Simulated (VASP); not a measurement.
# BN (P3m1) in VASP: single point with PBEsol

Aim: the single point of BN with PBEsol.

Everything below comes from runs of VASP 6.6.1. Logs are shortened: lines on timing, memory, paths and dates and some standing lists are left out, and cuts for length are marked.

### Step 1. The cell of the first run

The structure is trigonal, space group P3m1 (No. 156). Conventional cell: a = 2.541 Å, b = 2.541 Å, c = 12.460 Å, α = 90.00°, β = 90.00°, γ = 120.00°. Within 1.9 Å of B (site symmetry 3m) lie 4 N at 1.42 to 1.56 Å. Within 2.1 Å of B (site symmetry 3m) lie 4 N at 1.56 to 1.57 Å. Within 2.1 Å of B (site symmetry 3m) lie 4 N at 1.56 to 1.57 Å. B (site symmetry 3m) has 4 N at 1.56 to 1.57 Å within 2.1 Å. B (site symmetry 3m) has 4 N at 1.56 to 1.57 Å within 2.1 Å. Within 2.1 Å of B (site symmetry 3m) lie 4 N at 1.56 to 1.57 Å. Within 1.9 Å of N (site symmetry 3m) lie 4 B at 1.42 to 1.56 Å. Within 2.1 Å of N (site symmetry 3m) lie 4 B at 1.56 to 1.57 Å.

### Step 2. Single point, PBEsol

INCAR reads:

```
  PREC = Accurate
  ENCUT = 520
  EDIFF = 1E-6
  ISMEAR = 0
  SIGMA = 0.05
  LREAL = F
  LASPH = T
  NELM = 60
  ALGO = Normal
  ISIF = 2
  LWAVE = F
  LCHARG = T
  GGA = PS
  LELF = T
  LVHAR = T
  NBANDS = 36
```

KPOINTS reads:

```
regular mesh
0
Gamma
  10 10 2
```

POSCAR reads:

```
BN
1.0
   -2.5410113127      0.0000000000      0.0000000000
    1.2705056564     -2.2005803481      0.0000000000
    0.0000000000      0.0000000000     12.4598865130
B N
6 6
Direct
    0.3333333333      0.6666666667      0.0631960764
    0.3333333333      0.6666666667      0.4005422874
    0.3333333333      0.6666666667      0.7378884984
    0.6666666667      0.3333333333      0.9065616039
    0.6666666667      0.3333333333      0.2318691819
    0.6666666667      0.3333333333      0.5692153929
    0.3333333333      0.6666666667      0.9489100257
    0.3333333333      0.6666666667      0.2742176038
    0.3333333333      0.6666666667      0.6115638148
    0.6666666667      0.3333333333      0.7802369203
    0.6666666667      0.3333333333      0.1055444983
    0.6666666667      0.3333333333      0.4428907093
```

Potentials or basis: VASP PAW PBE potentials, release 64 (B, N).

Run with:

```sh
> cat potpaw_PBE.64/B/POTCAR potpaw_PBE.64/N/POTCAR > POTCAR
> mpirun -np 1 vasp_std > vasp.out
```

OUTCAR:

```text
PREC = Accurate
   ENCUT = 520
   EDIFF = 1E-6
   ISMEAR = 0
   LREAL = F
   LASPH = T
   NELM = 60
   ISIF = 2
   GGA = PS

 ion  position               nearest neighbor table
   1  0.333  0.667  0.063-   7 1.42  11 1.56  11 1.56  11 1.56
   2  0.333  0.667  0.401-  12 1.56  12 1.56  12 1.56   8 1.57
   3  0.333  0.667  0.738-  10 1.56  10 1.56  10 1.56   9 1.57
   4  0.667  0.333  0.907-   7 1.56   7 1.56   7 1.56  10 1.57
   5  0.667  0.333  0.232-   8 1.56   8 1.56   8 1.56  11 1.57
   6  0.667  0.333  0.569-   9 1.56   9 1.56   9 1.56  12 1.57
   7  0.333  0.667  0.949-   1 1.42   4 1.56   4 1.56   4 1.56
   8  0.333  0.667  0.274-   5 1.56   5 1.56   5 1.56   2 1.57
   9  0.333  0.667  0.612-   6 1.56   6 1.56   6 1.56   3 1.57
  10  0.667  0.333  0.780-   3 1.56   3 1.56   3 1.56   4 1.57
  11  0.667  0.333  0.106-   1 1.56   1 1.56   1 1.56   5 1.57
  12  0.667  0.333  0.443-   2 1.56   2 1.56   2 1.56   6 1.57

  LATTYP: Found a hexagonal cell.
 ALAT       =     2.5410113127
 C/A-ratio  =     4.9035147741

  Lattice vectors:

 A1 = (  -2.5410113127,   0.0000000000,   0.0000000000)
 A2 = (   1.2705056564,  -2.2005803481,   0.0000000000)
 A3 = (   0.0000000000,   0.0000000000,  12.4598865130)

Analysis of symmetry for initial positions (statically):
=====================================================================
 Subroutine PRICEL returns:
 Original cell was already a primitive cell.

 Routine SETGRP: Setting up the symmetry group for a
 hexagonal supercell.

 Subroutine GETGRP returns: Found  6 space group operations
 (whereof  6 operations were pure point group operations)
 out of a pool of 24 trial point group operations.

The static configuration has the point symmetry C_3v.

Analysis of symmetry for dynamics (positions and initial velocities):
=====================================================================
 Subroutine PRICEL returns:
 Original cell was already a primitive cell.

 Routine SETGRP: Setting up the symmetry group for a
 hexagonal supercell.

 Subroutine GETGRP returns: Found  6 space group operations
 (whereof  6 operations were pure point group operations)
 out of a pool of 24 trial point group operations.

The dynamic configuration has the point symmetry C_3v.

 Subroutine INISYM returns: Found  6 space group operations
 (whereof  6 operations are pure point group operations),
 and found     1 'primitive' translations

----------------------------------------------------------------------------------------

                                     Primitive cell

  volume of cell :      69.6719

  direct lattice vectors                    reciprocal lattice vectors
    -2.541011313  0.000000000  0.000000000    -0.393544096 -0.227212790  0.000000000
     1.270505656 -2.200580348  0.000000000     0.000000000 -0.454425580  0.000000000
     0.000000000  0.000000000 12.459886513     0.000000000  0.000000000  0.080257553

  length of vectors
     2.541011313  2.541011313 12.459886513     0.454425580  0.454425580  0.080257553

  position of ions in fractional coordinates (direct lattice)
     0.333333333  0.666666667  0.063196076
     0.333333333  0.666666667  0.400542287
     0.333333333  0.666666667  0.737888498
     0.666666667  0.333333333  0.906561604
     0.666666667  0.333333333  0.231869182
     0.666666667  0.333333333  0.569215393
     0.333333333  0.666666667  0.948910026
     0.333333333  0.666666667  0.274217604
     0.333333333  0.666666667  0.611563815
     0.666666667  0.333333333  0.780236920
     0.666666667  0.333333333  0.105544498
     0.666666667  0.333333333  0.442890709

  ion indices of the primitive-cell ions
   primitive index   ion index
                 1           1
                 2           2
                 3           3
                 4           4
                 5           5
                 6           6
                 7           7
                 8           8
                 9           9
                10          10
                11          11
                12          12

----------------------------------------------------------------------------------------

 KPOINTS: regular mesh

Automatic generation of k-mesh.
 Grid dimensions read from file:
 generate k-points for:   10   10    2

 Generating k-lattice:

  Cartesian coordinates                     Fractional coordinates (reciprocal lattice)
    -0.039354410 -0.022721279  0.000000000     0.100000000  0.000000000  0.000000000
     0.000000000 -0.045442558  0.000000000     0.000000000  0.100000000  0.000000000
     0.000000000  0.000000000  0.040128776     0.000000000  0.000000000  0.500000000

  Length of vectors
     0.045442558  0.045442558  0.040128776

  Shift w.r.t. Gamma in fractional coordinates (k-lattice)
     0.000000000  0.000000000  0.000000000

 Subroutine IBZKPT returns following result:
 ===========================================

 Found     28 irreducible k-points:

 Following reciprocal coordinates:
            Coordinates               Weight
  0.000000  0.000000  0.000000      1.000000
  0.100000 -0.000000  0.000000      6.000000
  0.200000 -0.000000  0.000000      6.000000
  0.300000  0.000000  0.000000      6.000000
  0.400000  0.000000  0.000000      6.000000
  0.500000  0.000000  0.000000      3.000000
[... 16 lines left out ...]
  0.300000  0.100000  0.500000     12.000000
  0.400000  0.100000  0.500000     12.000000
 [... further k-points ...]
   k-points           NKPTS =     28   k-points in BZ     NKDIM =     28   number of bands    NBANDS=     36
   number of dos      NEDOS =    301   number of ions     NIONS =     12
   total plane-waves  NPLWV =  38400
   dimension x,y,z NGX =    20 NGY =   20 NGZ =   96
   dimension x,y,z NGXF=    40 NGYF=   40 NGZF=  192
   ions per type =               6   6
   NGX,Y,Z   is equivalent  to a cutoff of  13.09, 13.09, 12.81 a.u.
   NGXF,Y,Z  is equivalent  to a cutoff of  26.17, 26.17, 25.62 a.u.
 SYSTEM =  unknown system
   PREC   = accura    normal or accurate (medium, high low for compatibility)
   ISTART =      0    job   : 0-new  1-cont  2-samecut
   ICHARG =      2    charge: 1-file 2-atom 10-const
   ISPIN  =      1    spin polarized calculation?
   LNONCOLLINEAR =      F non collinear calculations
   LSORBIT =      F    spin-orbit coupling
   LASPH  =      T    aspherical Exc in radial PAW
   ENCUT  =  520.0 eV  38.22 Ry    6.18 a.u.   4.72  4.72 23.17*2*pi/ulx,y,z
   NELM   =     60;   NELMIN=  2; NELMDL= -5     # of ELM steps
   EDIFF  = 0.1E-05   stopping-criterion for ELM
   LREAL  =      F    real-space projection
   EDIFFG = 0.1E-04   stopping-criterion for IOM
   NSW    =      0    number of steps for IOM
   IBRION =     -1    ionic relax: 0-MD 1-quasi-New 2-CG
   NFREE  =      0    steps in history (QN), initial steepest desc. (CG)
   ISIF   =      2    stress and relaxation
   ISYM   =      2    0-nonsym 1-usesym 2-fastsym
   POTIM  = 0.5000    time-step for ionic-motion
   TEBEG  =    0.0;   TEEND  =   0.0 temperature during run
   PSTRESS=    0.0 pullay stress
   NELECT =      48.0000    total number of electrons
   NUPDOWN=      -1.0000    fix difference up-down
   EMIN   =  10.00;   EMAX   =-10.00  energy-range for DOS
   EFERMI =   0.00;   METHOD = LEGACY
   ISMEAR =     0;   SIGMA  =   0.05  broadening in eV -4-tet -1-fermi 0-gaus
   EFERMI_NEDOS =   21; number of points for ismear=-14 and -15
   IALGO  =     38    algorithm
   IMIX   =      4    mixing-type and parameters
     AMIX     =   0.40;   BMIX     =  1.00
     AMIX_MAG =   1.60;   BMIX_MAG =  1.00
  volume/ion in A,a.u.               =       5.81        39.18
  Fermi-wavevector in a.u.,A,eV,Ry     =   1.445892  2.732340 28.444401  2.090604
  Thomas-Fermi vector in A             =   2.564023
   LORBIT       =      0    0 simple, 1 ext, 2 COOP (PROOUT), +10 PAW based schemes
   GGA     = PS    functional components
   LHFCALC =     F    Hartree Fock is set to
   AEXX    =    0.0000 exact exchange contribution
   IVDW    =     0    specifies the selected vdW correction
   LEPSILON=     F    determine dielectric tensor
   LRPA    =     F    only Hartree local field effects (RPA)
 non-spin polarized calculation
 Gauss-broadening in eV      SIGMA  =   0.05
  energy-cutoff  :      520.00
  volume of cell :       69.67
 maximum number of plane-waves:      1896
 NGX is ok and might be reduce to    20
   NGX =  9   NGY =  9   NGZ = 47

 number of electron      48.0000004 magnetization

 Free energy of the ion-electron system (eV)
  ---------------------------------------------------
  ext. energy  EPLUGINS =         0.00000000
  ---------------------------------------------------
  free energy    TOTEN  =      -109.55925287 eV

  energy without entropy =     -109.55925287  energy(sigma->0) =     -109.55925287

 E-fermi :   8.0892     XC(G=0): -13.0878

 val. band max:        7.8434615189   @ k =   0.0000   0.0000   0.0000
 cond. band min:      12.8110276080   @ k =   0.3000   0.3000   0.0000
 fundamental gap:      4.9675660892
 Fermi energy:         8.0891783989

 k-point     1 :       0.0000    0.0000    0.0000
  band No.  band energies     occupation
      1     -13.0967      2.00000
      2     -12.3317      2.00000
      3     -12.0311      2.00000
      4     -10.4131      2.00000
      5     -10.1382      2.00000
      6      -8.4602      2.00000
[... 28 lines left out ...]
     35      17.4216      0.00000
     36      17.6566      0.00000

 k-point     2 :       0.1000   -0.0000    0.0000
  band No.  band energies     occupation
      1     -12.8783      2.00000
      2     -12.1159      2.00000
      3     -11.8158      2.00000
      4     -10.2145      2.00000
      5      -9.9405      2.00000
      6      -8.2929      2.00000
[... 28 lines left out ...]
     35      17.9570      0.00000
     36      18.1201      0.00000

 k-point     3 :       0.2000   -0.0000    0.0000
  band No.  band energies     occupation
      1     -12.2333      2.00000
      2     -11.4802      2.00000
      3     -11.1820      2.00000
      4      -9.6391      2.00000
      5      -9.3689      2.00000
      6      -7.8274      2.00000
[... 28 lines left out ...]
     35      18.6379      0.00000
     36      18.8078      0.00000

 k-point     4 :       0.3000    0.0000    0.0000
  band No.  band energies     occupation
      1     -11.2037      2.00000
      2     -10.4717      2.00000
      3     -10.1783      2.00000
      4      -8.7762      2.00000
      5      -8.5165      2.00000
      6      -7.2255      2.00000
[... 28 lines left out ...]
     35      19.3790      0.00000
     36      19.7035      0.00000

 k-point     5 :       0.4000    0.0000    0.0000
  band No.  band energies     occupation
      1      -9.9220      2.00000
      2      -9.2363      2.00000
      3      -8.9563      2.00000
      4      -7.9250      2.00000
      5      -7.6910      2.00000
      6      -6.9609      2.00000
[... 655 lines left out ...]
 k-point    22 :       0.2000    0.1000    0.5000
  band No.  band energies     occupation
      1     -11.5806      2.00000
      2     -11.0585      2.00000
      3     -10.0867      2.00000
      4      -9.8187      2.00000
      5      -8.1098      2.00000
      6      -7.7777      2.00000
[... 28 lines left out ...]
     35      18.9381      0.00000
     36      19.1602      0.00000

 k-point    23 :       0.3000    0.1000    0.5000
  band No.  band energies     occupation
      1     -10.4140      2.00000
      2      -9.8850      2.00000
      3      -9.0326      2.00000
      4      -8.7778      2.00000
      5      -7.4471      2.00000
      6      -7.1344      2.00000
[... 28 lines left out ...]
     35      19.4503      0.00000
     36      19.5513      0.00000

 k-point    24 :       0.4000    0.1000    0.5000
  band No.  band energies     occupation
      1      -9.1953      2.00000
      2      -8.6396      2.00000
      3      -8.0812      2.00000
      4      -7.8576      2.00000
      5      -7.3273      2.00000
      6      -7.0468      2.00000
[... 28 lines left out ...]
     35      19.8566      0.00000
     36      19.9776      0.00000

 [... further k-points ...]

------------------------ aborting loop because EDIFF is reached ----------------------------------------

  FORCE on cell =-STRESS in cart. coord.  units (eV):
  Direction    XX          YY          ZZ          XY          YZ          ZX
  --------------------------------------------------------------------------------------
  -------------------------------------------------------------------------------------
  Total        0.5804903      0.5804903      7.6954156     -0.0000000     -0.0000000      0.0000000
  in kB       13.3489652     13.3489652    176.9639272     -0.0000000     -0.0000000      0.0000000
  external PRESSURE =      67.8872859 kB  Pullay stress =       0.0000000 kB

 VOLUME and BASIS-vectors are now :
 -----------------------------------------------------------------------------
  energy-cutoff  :      520.00
  volume of cell :       69.67
      direct lattice vectors                 reciprocal lattice vectors
    -2.541011313  0.000000000  0.000000000    -0.393544096 -0.227212790  0.000000000
     1.270505656 -2.200580348  0.000000000     0.000000000 -0.454425580  0.000000000
     0.000000000  0.000000000 12.459886513     0.000000000  0.000000000  0.080257553

 POSITION                                       TOTAL-FORCE (eV/Angst)
 -----------------------------------------------------------------------------------
      0.00000     -1.46705      0.78742        -0.000000      0.000000      3.703818
      0.00000     -1.46705      4.99071        -0.000000      0.000000     -0.134171
      0.00000     -1.46705      9.19401        -0.000000      0.000000     -0.149710
     -1.27051     -0.73353     11.29565        -0.000000      0.000000     -0.859214
     -1.27051     -0.73353      2.88906         0.000000     -0.000000     -0.141108
     -1.27051     -0.73353      7.09236         0.000000     -0.000000     -0.134808
      0.00000     -1.46705     11.82331        -0.000000     -0.000000     -3.962496
      0.00000     -1.46705      3.41672         0.000000     -0.000000      0.138730
      0.00000     -1.46705      7.62002         0.000000     -0.000000      0.135103
     -1.27051     -0.73353      9.72166        -0.000000      0.000000      0.155672
     -1.27051     -0.73353      1.31507        -0.000000      0.000000      1.113946
     -1.27051     -0.73353      5.51837         0.000000      0.000000      0.134239
 -----------------------------------------------------------------------------------
    total drift:                               -0.000000     -0.000000      0.000261

  FREE ENERGIE OF THE ION-ELECTRON SYSTEM (eV)
  ---------------------------------------------------
  free  energy   TOTEN  =      -109.5592528716 eV

  energy  without entropy=     -109.5592528716  energy(sigma->0) =     -109.55925287
```

It took 54 s on 1 thread of Intel Xeon 6975P-C, shared host; peak memory 0.21 GiB.

Results:

* Free energy: -109.5593 eV
* Pressure: 6.8 GPa
* Largest force: 3.962 eV/Å
* Band gap on the k mesh: 4.97 eV

Forces on the atoms (eV/Å):
```
B    0.000  0.000  3.704
B    0.000  0.000 -0.134
B    0.000  0.000 -0.150
B    0.000  0.000 -0.859
B    0.000  0.000 -0.141
B    0.000  0.000 -0.135
N    0.000  0.000 -3.962
N    0.000  0.000  0.139
N    0.000  0.000  0.135
N    0.000  0.000  0.156
N    0.000  0.000  1.114
N    0.000  0.000  0.134
```

Levels at points of the mesh, in eV from the valence-band top:
```
           k point  band 22  band 23  band 24  band 25  band 26  band 27
(0.00, 0.00, 0.00)    -0.43     0.00     0.00     8.02     8.02     8.62
(0.50, 0.00, 0.00)    -3.25    -3.04    -2.12     6.14     6.32     6.41
(0.00, 0.00, 0.50)    -0.38    -0.08    -0.08     8.09     8.09     8.50
(0.50, 0.00, 0.50)    -3.51    -2.59    -2.28     6.12     6.39     6.48
```

Caveat: the PAW data sets were made with another functional, which shifts forces and pressure a little.
